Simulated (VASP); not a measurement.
# W4C in VASP: further runs

The runs below take W4C through single point, with PBE.

All numbers are computed with VASP 6.6.1; they aren't measurements. Logs are shortened: lines on timing, memory, paths and dates and some standing lists are left out, and cuts for length are marked.

## Step 1: The cell of the first run

The cell holds a slab with vacuum, 5 atoms: a = 2.855 Å, b = 4.037 Å, c = 19.457 Å, α = 90.00°, β = 90.00°, γ = 90.00°.

## Step 2: Single point, PBE

INCAR reads:

```
SYSTEM = W4C
PREC = Accurate
ENCUT = 520
EDIFF = 1E-7
ISMEAR = 0
SIGMA = 0.1
LREAL = .FALSE.
LASPH = .TRUE.
NELM = 100
ALGO = Normal
ISIF = 2
LWAVE = .FALSE.
LCHARG = .TRUE.
LDIPOL = .TRUE.
IDIPOL = 3
DIPOL = 0.5 0.5 0.344
GGA = PE
LELF = .TRUE.
LVHAR = .TRUE.
LVACPOTAV = .TRUE.
NBANDS = 38
```

KPOINTS reads:

```
Automatic mesh
0
G
  9 7 1
  0 0 0
```

POSCAR reads:

```
W4C
1.0
    2.8547213223      0.0000000000      0.0000000000
    0.0000000000      4.0371856107      0.0000000000
    0.0000000000      0.0000000000     19.4570327473
W C
4 1
Direct
    0.5000000000      0.5000000000      0.2055811928
    0.0000000000      0.0000000000      0.2789408195
    0.5000000000      0.5000000000      0.3513926690
    0.0000000000      0.0000000000      0.4089540708
    0.3333333333      0.2000000000      0.4771378578
```

Potentials or basis: VASP PAW PBE potentials, release 64 (W_sv, C).

Started as:

```sh
$ cat potpaw_PBE.64/W_sv/POTCAR potpaw_PBE.64/C/POTCAR > POTCAR
$ mpirun -np 1 vasp_std > vasp.out
```

OUTCAR:

```text
SYSTEM = W4C
   PREC = Accurate
   ENCUT = 520
   EDIFF = 1E-7
   ISMEAR = 0
   LREAL = .FALSE.
   LASPH = .TRUE.
   NELM = 100
   ISIF = 2
   GGA = PE

 ion  position               nearest neighbor table
   1  0.500  0.500  0.206-   3 2.84   2 2.85   2 2.85   2 2.85   2 2.85
   2  0.000  0.000  0.279-   4 2.53   3 2.85   3 2.85   3 2.85   3 2.85   1 2.85   1 2.85   1 2.85
                             1 2.85
   3  0.500  0.500  0.351-   4 2.71   4 2.71   4 2.71   4 2.71   5 2.77   1 2.84   2 2.85   2 2.85
                             2 2.85   2 2.85
   4  0.000  0.000  0.409-   5 1.82   5 2.46   2 2.53   3 2.71   3 2.71   3 2.71   3 2.71
   5  0.333  0.200  0.477-   4 1.82   4 2.46   3 2.77

  LATTYP: Found a simple orthorhombic cell.
 ALAT       =     2.8547213223
 B/A-ratio  =     1.4142135623
 C/A-ratio  =     6.8157380531

  Lattice vectors:

 A1 = (   2.8547213223,   0.0000000000,   0.0000000000)
 A2 = (   0.0000000000,   4.0371856107,   0.0000000000)
 A3 = (   0.0000000000,   0.0000000000,  19.4570327473)

Analysis of symmetry for initial positions (statically):
=====================================================================
 Subroutine PRICEL returns:
 Original cell was already a primitive cell.

 Routine SETGRP: Setting up the symmetry group for a
 simple orthorhombic supercell.

 Subroutine GETGRP returns: Found  1 space group operations
 (whereof  1 operations were pure point group operations)
 out of a pool of  8 trial point group operations.

The static configuration has the point symmetry C_1 .

Analysis of symmetry for dynamics (positions and initial velocities):
=====================================================================
 Subroutine PRICEL returns:
 Original cell was already a primitive cell.

 Routine SETGRP: Setting up the symmetry group for a
 simple orthorhombic supercell.

 Subroutine GETGRP returns: Found  1 space group operations
 (whereof  1 operations were pure point group operations)
 out of a pool of  8 trial point group operations.

The dynamic configuration has the point symmetry C_1 .

 Subroutine INISYM returns: Found  1 space group operations
 (whereof  1 operations are pure point group operations),
 and found     1 'primitive' translations

----------------------------------------------------------------------------------------

                                     Primitive cell

  volume of cell :     224.2431

  direct lattice vectors                    reciprocal lattice vectors
     2.854721322  0.000000000  0.000000000     0.350296890  0.000000000  0.000000000
     0.000000000  4.037185611  0.000000000     0.000000000  0.247697306  0.000000000
     0.000000000  0.000000000 19.457032747     0.000000000  0.000000000  0.051395298

  length of vectors
     2.854721322  4.037185611 19.457032747     0.350296890  0.247697306  0.051395298

  position of ions in fractional coordinates (direct lattice)
     0.500000000  0.500000000  0.205581193
     0.000000000  0.000000000  0.278940820
     0.500000000  0.500000000  0.351392669
     0.000000000  0.000000000  0.408954071
     0.333333333  0.200000000  0.477137858

  ion indices of the primitive-cell ions
   primitive index   ion index
                 1           1
                 2           2
                 3           3
                 4           4
                 5           5

----------------------------------------------------------------------------------------

 KPOINTS: Automatic mesh

Automatic generation of k-mesh.
 Grid dimensions read from file:
 generate k-points for:    9    7    1

 Generating k-lattice:

  Cartesian coordinates                     Fractional coordinates (reciprocal lattice)
     0.038921877  0.000000000  0.000000000     0.111111111  0.000000000  0.000000000
     0.000000000  0.035385329  0.000000000     0.000000000  0.142857143  0.000000000
     0.000000000  0.000000000  0.051395298     0.000000000  0.000000000  1.000000000

  Length of vectors
     0.038921877  0.035385329  0.051395298

  Shift w.r.t. Gamma in fractional coordinates (k-lattice)
     0.000000000  0.000000000  0.000000000

 Subroutine IBZKPT returns following result:
 ===========================================

 Found     32 irreducible k-points:

 Following reciprocal coordinates:
            Coordinates               Weight
  0.000000  0.000000  0.000000      1.000000
  0.111111  0.000000  0.000000      2.000000
  0.222222  0.000000  0.000000      2.000000
  0.333333  0.000000  0.000000      2.000000
  0.444444  0.000000  0.000000      2.000000
  0.000000  0.142857  0.000000      2.000000
[... 16 lines left out ...]
  0.444444 -0.285714  0.000000      2.000000
  0.000000  0.428571  0.000000      2.000000
 [... further k-points ...]
   k-points           NKPTS =     32   k-points in BZ     NKDIM =     32   number of bands    NBANDS=     38
   number of dos      NEDOS =    301   number of ions     NIONS =      5
   total plane-waves  NPLWV = 108000
   dimension x,y,z NGX =    24 NGY =   30 NGZ =  150
   dimension x,y,z NGXF=    48 NGYF=   60 NGZF=  300
   ions per type =               4   1
   NGX,Y,Z   is equivalent  to a cutoff of  13.98, 12.35, 12.82 a.u.
   NGXF,Y,Z  is equivalent  to a cutoff of  27.95, 24.71, 25.63 a.u.
 SYSTEM =  W4C
   PREC   = accura    normal or accurate (medium, high low for compatibility)
   ISTART =      0    job   : 0-new  1-cont  2-samecut
   ICHARG =      2    charge: 1-file 2-atom 10-const
   ISPIN  =      1    spin polarized calculation?
   LNONCOLLINEAR =      F non collinear calculations
   LSORBIT =      F    spin-orbit coupling
   LASPH  =      T    aspherical Exc in radial PAW
   ENCUT  =  520.0 eV  38.22 Ry    6.18 a.u.   5.31  7.51 36.18*2*pi/ulx,y,z
   NELM   =    100;   NELMIN=  2; NELMDL= -5     # of ELM steps
   EDIFF  = 0.1E-06   stopping-criterion for ELM
   LREAL  =      F    real-space projection
   EDIFFG = 0.1E-05   stopping-criterion for IOM
   NSW    =      0    number of steps for IOM
   IBRION =     -1    ionic relax: 0-MD 1-quasi-New 2-CG
   NFREE  =      0    steps in history (QN), initial steepest desc. (CG)
   ISIF   =      2    stress and relaxation
   ISYM   =      2    0-nonsym 1-usesym 2-fastsym
   POTIM  = 0.5000    time-step for ionic-motion
   TEBEG  =    0.0;   TEEND  =   0.0 temperature during run
   PSTRESS=    0.0 pullay stress
   NELECT =      60.0000    total number of electrons
   NUPDOWN=      -1.0000    fix difference up-down
   EMIN   =  10.00;   EMAX   =-10.00  energy-range for DOS
   EFERMI =   0.00;   METHOD = LEGACY
   ISMEAR =     0;   SIGMA  =   0.10  broadening in eV -4-tet -1-fermi 0-gaus
   EFERMI_NEDOS =   21; number of points for ismear=-14 and -15
   IALGO  =     38    algorithm
   IMIX   =      4    mixing-type and parameters
     AMIX     =   0.40;   BMIX     =  1.00
     AMIX_MAG =   1.60;   BMIX_MAG =  1.00
  volume/ion in A,a.u.               =      44.85       302.65
  Fermi-wavevector in a.u.,A,eV,Ry     =   1.054918  1.993507 15.141284  1.112853
  Thomas-Fermi vector in A             =   2.190097
   LORBIT       =      0    0 simple, 1 ext, 2 COOP (PROOUT), +10 PAW based schemes
   GGA     = PE    functional components
   LHFCALC =     F    Hartree Fock is set to
   AEXX    =    0.0000 exact exchange contribution
   IVDW    =     0    specifies the selected vdW correction
   LEPSILON=     F    determine dielectric tensor
   LRPA    =     F    only Hartree local field effects (RPA)
 non-spin polarized calculation
 Gauss-broadening in eV      SIGMA  =   0.10
  energy-cutoff  :      520.00
  volume of cell :      224.24
 maximum number of plane-waves:      6071
 NGX is ok and might be reduce to    24
   NGX = 11   NGY = 15   NGZ = 73

 dipolmoment           0.000000      0.000000     -0.032549 electrons x Angstroem

 number of electron      59.9999989 magnetization

 dipolmoment           0.000000      0.000000      0.132862 electrons x Angstroem

 Free energy of the ion-electron system (eV)
  ---------------------------------------------------
  ext. energy  EPLUGINS =         0.00000000
  ---------------------------------------------------
  free energy    TOTEN  =       -52.07978567 eV

  energy without entropy =      -52.04829097  energy(sigma->0) =      -52.06403832

 E-fermi :  -0.1438     XC(G=0):  -5.3741

 val. band max:       -0.1479945846   @ k =   0.2222   0.1429   0.0000
 cond. band min:      -0.1427117882   @ k =   0.4444  -0.2857   0.0000
 fundamental gap:      0.0052827964
 Fermi energy:        -0.1438203472

 k-point     1 :       0.0000    0.0000    0.0000
  band No.  band energies     occupation
      1     -74.0717      2.00000
      2     -73.8860      2.00000
      3     -73.7596      2.00000
      4     -73.5492      2.00000
      5     -38.6401      2.00000
      6     -38.5700      2.00000
[... 30 lines left out ...]
     37       2.7766      0.00000
     38       3.0494      0.00000

 k-point     2 :       0.1111    0.0000    0.0000
  band No.  band energies     occupation
      1     -74.0670      2.00000
      2     -73.8808      2.00000
      3     -73.7553      2.00000
      4     -73.5470      2.00000
      5     -38.6024      2.00000
      6     -38.5714      2.00000
[... 30 lines left out ...]
     37       2.4467      0.00000
     38       2.6267      0.00000

 k-point     3 :       0.2222    0.0000    0.0000
  band No.  band energies     occupation
      1     -74.0551      2.00000
      2     -73.8675      2.00000
      3     -73.7442      2.00000
      4     -73.5417      2.00000
      5     -38.5911      2.00000
      6     -38.4958      2.00000
[... 30 lines left out ...]
     37       2.5756      0.00000
     38       2.9311      0.00000

 k-point     4 :       0.3333    0.0000    0.0000
  band No.  band energies     occupation
      1     -74.0414      2.00000
      2     -73.8523      2.00000
      3     -73.7313      2.00000
      4     -73.5359      2.00000
      5     -38.6433      2.00000
      6     -38.5058      2.00000
[... 30 lines left out ...]
     37       3.2908      0.00000
     38       3.6781      0.00000
[... 703 lines left out ...]
      4     -73.5325      2.00000
      5     -38.6667      2.00000
      6     -38.6221      2.00000
[... 30 lines left out ...]
     37       3.6518      0.00000
     38       4.0835      0.00000

 k-point    23 :       0.4444   -0.2857    0.0000
  band No.  band energies     occupation
      1     -74.0323      2.00000
      2     -73.8420      2.00000
      3     -73.7224      2.00000
      4     -73.5325      2.00000
      5     -38.6820      2.00000
      6     -38.6128      2.00000
[... 30 lines left out ...]
     37       3.6343      0.00000
     38       4.2263      0.00000

 k-point    24 :       0.0000    0.4286    0.0000
  band No.  band energies     occupation
      1     -74.0655      2.00000
      2     -73.8766      2.00000
      3     -73.7573      2.00000
      4     -73.5675      2.00000
      5     -38.7823      2.00000
      6     -38.6267      2.00000
[... 30 lines left out ...]
     37       2.0497      0.00000
     38       3.0570      0.00000

 [... further k-points ...]

------------------------ aborting loop because EDIFF is reached ----------------------------------------

  FORCE on cell =-STRESS in cart. coord.  units (eV):
  Direction    XX          YY          ZZ          XY          YZ          ZX
  --------------------------------------------------------------------------------------
  -------------------------------------------------------------------------------------
  Total       -0.8869858      1.9976095      2.1454021      1.3310584      0.6944464      3.1942639
  in kB       -6.3373573     14.2725686     15.3285203      9.5101779      4.9616976     22.8224537
  external PRESSURE =       7.7545772 kB  Pullay stress =       0.0000000 kB

 VOLUME and BASIS-vectors are now :
 -----------------------------------------------------------------------------
  energy-cutoff  :      520.00
  volume of cell :      224.24
      direct lattice vectors                 reciprocal lattice vectors
     2.854721322  0.000000000  0.000000000     0.350296890  0.000000000  0.000000000
     0.000000000  4.037185611  0.000000000     0.000000000  0.247697306  0.000000000
     0.000000000  0.000000000 19.457032747     0.000000000  0.000000000  0.051395298

 POSITION                                       TOTAL-FORCE (eV/Angst)
 -----------------------------------------------------------------------------------
      1.42736      2.01859      4.00000        -0.037804     -0.028679      2.210357
      0.00000      0.00000      5.42736         0.331513      0.249704     -3.724604
      1.42736      2.01859      6.83706        -0.397604     -0.066096     -1.234363
      0.00000      0.00000      7.95703        -2.487648     -1.013396      2.651796
      0.95157      0.80744      9.28369         2.591542      0.858467      0.096814
 -----------------------------------------------------------------------------------
    total drift:                               -0.000008     -0.000021      0.000959

  FREE ENERGIE OF THE ION-ELECTRON SYSTEM (eV)
  ---------------------------------------------------
  free  energy   TOTEN  =       -52.0797856708 eV

  energy  without entropy=      -52.0482909741  energy(sigma->0) =      -52.06403832

 vacuum level on the upper side and lower side of the slab         6.075         3.989
```

Run time: 5.2 min. Hardware: 1 thread of AMD EPYC 9R45 (Zen 5), shared host; peak memory 0.42 GiB.

Results:

```
Free energy            : -52.0798 eV
Largest force          : 3.775 eV/Å
Band gap on the k mesh : zero (bands 30 and 31 overlap by 0.44 eV)
```

Forces in eV/Å, atoms in the order of the input:
```
W   -0.038 -0.029  2.210
W    0.332  0.250 -3.725
W   -0.398 -0.066 -1.234
W   -2.488 -1.013  2.652
C    2.592  0.858  0.097
```

Caveat: spin-orbit coupling is left out, which moves the levels of the heavy elements.

## Step 3: Single point, PBE

INCAR reads:

```
PREC = Accurate
ENCUT = 520
EDIFF = 1E-6
ISMEAR = 0
SIGMA = 0.1
LREAL = False
LASPH = True
NELM = 60
ALGO = Normal
ISIF = 2
LWAVE = False
LCHARG = False
LDIPOL = True
IDIPOL = 3
DIPOL = 0.5 0.5 0.338
GGA = PE
NBANDS = 38
```

KPOINTS reads:

```
regular mesh
0
Gamma
  9 7 1
```

Changes to POSCAR since step 2:

```diff
@@ -12,2 +12,2 @@
     0.0000000000      0.0000000000      0.4089540708
-    0.3333333333      0.2000000000      0.4771378578
+    0.3333333333      0.4000000000      0.4454563607
```

Potentials or basis: VASP PAW PBE potentials, release 64 (W_sv, C).

Started as:

```sh
$ cat potpaw_PBE.64/W_sv/POTCAR potpaw_PBE.64/C/POTCAR > POTCAR
$ mpirun -np 1 vasp_std > vasp.out
```

Wall time 4.7 min (1 thread of AMD EPYC 9R45 (Zen 5), shared host); peak memory 0.41 GiB.

It converged, with:

```yaml
Free_energy: -53.3022 eV
Largest_force: 4.375 eV/Å
Band_gap_on_the_k_mesh: zero (bands 30 and 31 overlap by 0.78 eV)
```

Forces on the atoms (eV/Å):
```
W   -0.054  0.120  1.746
W    0.273  0.677 -3.144
W    0.511  1.040 -2.859
W   -0.517 -1.182  4.181
C   -0.214 -0.655  0.076
```

Levels at points of the mesh, in eV from the Fermi level:
```csv
k point,band 27,band 28,band 29,band 30,band 31,band 32,band 33,band 34
"(0.00, 0.00, 0.00)",-1.15,-0.93,-0.29,-0.17,0.14,0.61,0.86,1.09
```

Caveat: spin-orbit coupling is left out, which moves the levels of the heavy elements.

(Part 1 of 2 ends here.)

The gap in the log of VASP goes by the Fermi energy; the results here count the filled bands.